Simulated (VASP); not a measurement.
Here is a VASP 6.6.1 calculation.

The input POSCAR:

```
MnO2
1.0
    2.9041580000      0.0000000000      0.0000000000
    0.0000000000      3.8448100000      0.0000000000
    0.0000000000      0.0000000000      6.1642640000
Mn O
2 4
Direct
    0.5000000000      0.5000000000      0.3433015000
    0.0000000000      0.0000000000      0.6566985000
    0.5000000000      0.0000000000      0.8375675000
    0.0000000000      0.5000000000      0.1624325000
    0.5000000000      0.0000000000      0.4217995000
    0.0000000000      0.5000000000      0.5782005000
```

File INCAR.step1:

```
SYSTEM = MnO2
PREC = Accurate
ENCUT = 520
ISMEAR = -1
SIGMA = 0.05
LREAL = .False.
LASPH = .True.
NELM = 100
NBANDS = 34
GGA = PE
ALGO = Normal
EDIFF = 1E-4
LWAVE = .True.
LCHARG = .False.
```

INCAR.step2

```
SYSTEM = MnO2
PREC = Accurate
ENCUT = 520
EDIFF = 1E-7
ISMEAR = -1
SIGMA = 0.05
LREAL = .False.
LASPH = .True.
NELM = 100
ALGO = Normal
ISIF = 2
LWAVE = .False.
LCHARG = .False.
METAGGA = R2SCAN
LMIXTAU = .True.
NBANDS = 34
ISTART = 1
```

KPOINTS

```
regular mesh
0
Gamma
  7 5 4
  0 0 0
```

Potentials or basis: VASP PAW PBE potentials, release 64 (Mn_pv, O).

Command:

```console
$ cat potpaw_PBE.64/Mn_pv/POTCAR potpaw_PBE.64/O/POTCAR > POTCAR
$ cp INCAR.step1 INCAR
$ mpirun -np 1 vasp_std > vasp.out
$ cp INCAR.step2 INCAR
$ mpirun -np 1 vasp_std > vasp.out
```

Question: What does it give for the band gap on the k mesh?

Answer: Zero (bands 25 and 26 overlap by 0.35 eV).

Question: What does it give for the pressure?

Answer: -21.6 GPa.

Question: Estimate the largest force.

Answer: 3.260 eV/Å.

Stress tensor (GPa, compression positive):
```
-26.33   0.00   0.00
  0.00 -16.24   0.00
  0.00   0.00 -22.30
```

Caveat: the stress differs along the axes, from -26 to -16 GPa; the PAW data sets were made with another functional, which shifts forces and pressure a little; the run has no spin polarisation, though such a crystal can be magnetic; semilocal functionals often make such compounds metallic where correlation or magnetic order opens a gap, which also shifts bond lengths. With open d or f shells a metallic result of r2SCAN can be an artefact of self-interaction; +U or a hybrid may open a gap.
